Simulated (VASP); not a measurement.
# K in VASP: single point with PBEsol

Aim: the single point of K with PBEsol.

Program: VASP 6.6.1. These are calculated values, not measurements. Logs are shortened: lines on timing, memory, paths and dates and some standing lists are left out, and cuts for length are marked.

### Step 1. The cell of the first run

The cell holds a molecule in a box, 1 atom: a = 15.000 Å, b = 15.500 Å, c = 16.000 Å, α = 90.00°, β = 90.00°, γ = 90.00°.

### Step 2. Single point, PBEsol, collinear spin

INCAR reads:

```
SYSTEM = K
PREC = Accurate
ENCUT = 520
EDIFF = 1E-7
ISMEAR = 0
SIGMA = 0.005
LREAL = .FALSE.
LASPH = .TRUE.
NELM = 150
ALGO = Normal
ISIF = 2
LWAVE = .FALSE.
LCHARG = .FALSE.
ISPIN = 2
MAGMOM = 1
LORBIT = 11
GGA = PS
NBANDS = 14
ISYM = 0
```

KPOINTS reads:

```
Automatic mesh
0
G
  1 1 1
  0 0 0
```

POSCAR reads:

```
K
1.0
   15.0000000000      0.0000000000      0.0000000000
    0.0000000000     15.5000000000      0.0000000000
    0.0000000000      0.0000000000     16.0000000000
K
1
Direct
    0.5000000000      0.5000000000      0.5000000000
```

Potentials or basis: VASP PAW PBE potentials, release 64 (K_sv).

Started as:

```console
> cat potpaw_PBE.64/K_sv/POTCAR > POTCAR
> mpirun -np 1 vasp_gam > vasp.out
```

OUTCAR:

```text
SYSTEM = K
   PREC = Accurate
   ENCUT = 520
   EDIFF = 1E-7
   ISMEAR = 0
   LREAL = .FALSE.
   LASPH = .TRUE.
   NELM = 150
   ISIF = 2
   ISPIN = 2
   LORBIT = 11
   GGA = PS
   ISYM = 0

 ion  position               nearest neighbor table
   1  0.500  0.500  0.500-

IMPORTANT INFORMATION: All symmetrisations will be switched off!
NOSYMM: (Re-)initialisation of all symmetry stuff for point group C_1.

----------------------------------------------------------------------------------------

                                     Primitive cell

  volume of cell :    3720.0000

  direct lattice vectors                    reciprocal lattice vectors
    15.000000000  0.000000000  0.000000000     0.066666667  0.000000000  0.000000000
     0.000000000 15.500000000  0.000000000     0.000000000  0.064516129  0.000000000
     0.000000000  0.000000000 16.000000000     0.000000000  0.000000000  0.062500000

  length of vectors
    15.000000000 15.500000000 16.000000000     0.066666667  0.064516129  0.062500000

  position of ions in fractional coordinates (direct lattice)
     0.500000000  0.500000000  0.500000000

  ion indices of the primitive-cell ions
   primitive index   ion index
                 1           1

----------------------------------------------------------------------------------------

 KPOINTS: Automatic mesh

Automatic generation of k-mesh.
 Grid dimensions read from file:
 generate k-points for:    1    1    1

 Generating k-lattice:

  Cartesian coordinates                     Fractional coordinates (reciprocal lattice)
     0.066666667  0.000000000  0.000000000     1.000000000  0.000000000  0.000000000
     0.000000000  0.064516129  0.000000000     0.000000000  1.000000000  0.000000000
     0.000000000  0.000000000  0.062500000     0.000000000  0.000000000  1.000000000

  Length of vectors
     0.066666667  0.064516129  0.062500000

  Shift w.r.t. Gamma in fractional coordinates (k-lattice)
     0.000000000  0.000000000  0.000000000

 Subroutine IBZKPT returns following result:
 ===========================================

 Found      1 irreducible k-points:

 Following reciprocal coordinates:
            Coordinates               Weight
  0.000000  0.000000  0.000000      1.000000
   k-points           NKPTS =      1   k-points in BZ     NKDIM =      1   number of bands    NBANDS=     14
   number of dos      NEDOS =    301   number of ions     NIONS =      1
   total plane-waves  NPLWV = ******
   dimension x,y,z NGX =   112 NGY =  120 NGZ =  120
   dimension x,y,z NGXF=   224 NGYF=  240 NGZF=  240
   ions per type =               1
   NGX,Y,Z   is equivalent  to a cutoff of  12.41, 12.87, 12.47 a.u.
   NGXF,Y,Z  is equivalent  to a cutoff of  24.83, 25.74, 24.94 a.u.
 SYSTEM =  K
   PREC   = accura    normal or accurate (medium, high low for compatibility)
   ISTART =      0    job   : 0-new  1-cont  2-samecut
   ICHARG =      2    charge: 1-file 2-atom 10-const
   ISPIN  =      2    spin polarized calculation?
   LNONCOLLINEAR =      F non collinear calculations
   LSORBIT =      F    spin-orbit coupling
   LASPH  =      T    aspherical Exc in radial PAW
   ENCUT  =  520.0 eV  38.22 Ry    6.18 a.u.  27.89 28.82 29.75*2*pi/ulx,y,z
   NELM   =    150;   NELMIN=  2; NELMDL= -5     # of ELM steps
   EDIFF  = 0.1E-06   stopping-criterion for ELM
   LREAL  =      F    real-space projection
   EDIFFG = 0.1E-05   stopping-criterion for IOM
   NSW    =      0    number of steps for IOM
   IBRION =     -1    ionic relax: 0-MD 1-quasi-New 2-CG
   NFREE  =      0    steps in history (QN), initial steepest desc. (CG)
   ISIF   =      2    stress and relaxation
   ISYM   =      0    0-nonsym 1-usesym 2-fastsym
   POTIM  = 0.5000    time-step for ionic-motion
   TEBEG  =    0.0;   TEEND  =   0.0 temperature during run
   PSTRESS=    0.0 pullay stress
   NELECT =       9.0000    total number of electrons
   NUPDOWN=      -1.0000    fix difference up-down
   EMIN   =  10.00;   EMAX   =-10.00  energy-range for DOS
   EFERMI =   0.00;   METHOD = LEGACY
   ISMEAR =     0;   SIGMA  =   0.01  broadening in eV -4-tet -1-fermi 0-gaus
   EFERMI_NEDOS =   21; number of points for ismear=-14 and -15
   IALGO  =     38    algorithm
   IMIX   =      4    mixing-type and parameters
     AMIX     =   0.40;   BMIX     =  1.00
     AMIX_MAG =   1.60;   BMIX_MAG =  1.00
  volume/ion in A,a.u.               =    3720.00     25103.80
  Fermi-wavevector in a.u.,A,eV,Ry     =   0.219773  0.415311  0.657165  0.048300
  Thomas-Fermi vector in A             =   0.999635
   LORBIT       =     11    0 simple, 1 ext, 2 COOP (PROOUT), +10 PAW based schemes
   GGA     = PS    functional components
   LHFCALC =     F    Hartree Fock is set to
   AEXX    =    0.0000 exact exchange contribution
   IVDW    =     0    specifies the selected vdW correction
   LEPSILON=     F    determine dielectric tensor
   LRPA    =     F    only Hartree local field effects (RPA)
 spin polarized calculation
 Gauss-broadening in eV      SIGMA  =   0.01
  energy-cutoff  :      520.00
  volume of cell :     3720.00
 maximum number of plane-waves:     50071
 NGX is ok and might be reduce to   112
   NGX = 55   NGY = 57   NGZ = 59

 number of electron       9.0000000 magnetization       1.0000000

 Free energy of the ion-electron system (eV)
  ---------------------------------------------------
  ext. energy  EPLUGINS =         0.00000000
  ---------------------------------------------------
  free energy    TOTEN  =        -0.20208071 eV

  energy without entropy =       -0.20208071  energy(sigma->0) =       -0.20208071

 E-fermi :  -2.3896     XC(G=0):  -0.3629

 val. band max:       -2.4792176536   @ k =   0.0000   0.0000   0.0000
 cond. band min:      -1.4796060449   @ k =   0.0000   0.0000   0.0000
 fundamental gap:      0.9996116087
 Fermi energy:        -2.3895813978

 spin component 1

 k-point     1 :       0.0000    0.0000    0.0000
  band No.  band energies     occupation
      1     -35.1211      1.00000
      2     -18.6644      1.00000
      3     -18.6644      1.00000
      4     -18.6644      1.00000
      5      -2.4792      1.00000
      6      -0.8736      0.00000
      7      -0.8701      0.00000
      8      -0.8656      0.00000
      9      -0.2302      0.00000
     10       0.0119      0.00000
     11       0.0152      0.00000
     12       0.1769      0.00000
     13       0.1844      0.00000
     14       0.1900      0.00000
 Fermi energy:        -2.3895813978

 spin component 2

 k-point     1 :       0.0000    0.0000    0.0000
  band No.  band energies     occupation
      1     -35.0719      1.00000
      2     -18.5885      1.00000
      3     -18.5885      1.00000
      4     -18.5885      1.00000
      5      -1.4796      0.00000
      6       0.1592      0.00000
      7       0.3075      0.00000
      8       0.3208      0.00000
      9       0.3326      0.00000
     10       0.6497      0.00000
     11       0.6974      0.00000
     12       0.8777      0.00000
     13       0.8999      0.00000
     14       0.9301      0.00000

------------------------ aborting loop because EDIFF is reached ----------------------------------------

  FORCE on cell =-STRESS in cart. coord.  units (eV):
  Direction    XX          YY          ZZ          XY          YZ          ZX
  --------------------------------------------------------------------------------------
  -------------------------------------------------------------------------------------
  Total       -0.0104341     -0.0088987     -0.0072381      0.0000001      0.0000000      0.0000002
  in kB       -0.0044939     -0.0038326     -0.0031174      0.0000000      0.0000000      0.0000001
  external PRESSURE =      -0.0038146 kB  Pullay stress =       0.0000000 kB

 VOLUME and BASIS-vectors are now :
 -----------------------------------------------------------------------------
  energy-cutoff  :      520.00
  volume of cell :     3720.00
      direct lattice vectors                 reciprocal lattice vectors
    15.000000000  0.000000000  0.000000000     0.066666667  0.000000000  0.000000000
     0.000000000 15.500000000  0.000000000     0.000000000  0.064516129  0.000000000
     0.000000000  0.000000000 16.000000000     0.000000000  0.000000000  0.062500000

 POSITION                                       TOTAL-FORCE (eV/Angst)
 -----------------------------------------------------------------------------------
      7.50000      7.75000      8.00000         0.000000     -0.000000     -0.000000
 -----------------------------------------------------------------------------------
    total drift:                                0.000000     -0.000000     -0.000000

  FREE ENERGIE OF THE ION-ELECTRON SYSTEM (eV)
  ---------------------------------------------------
  free  energy   TOTEN  =        -0.2020807145 eV

  energy  without entropy=       -0.2020807145  energy(sigma->0) =       -0.20208071

 total charge

# of ion       s       p       d       tot
------------------------------------------
    1        1.989   5.530   0.000   7.519

 magnetization (x)

# of ion       s       p       d       tot
------------------------------------------
    1        0.046  -0.010   0.000   0.036
```

Wall time 11 min (1 thread of Intel Xeon Platinum 8259CL at 2.50GHz (Skylake/Cascade Lake), shared host); peak memory 3.4 GiB.

Results:

```
Free energy                                           : -0.2021 eV
Gap between the frontier levels                       : 1.00 eV
Net moment                                            : 1.00 μB per cell
Site moments                                          : K +0.04 μB
Valence electrons inside the program's atomic spheres : K 7.52
```

Caveat: the PAW data sets were made with another functional, which shifts forces and pressure a little.
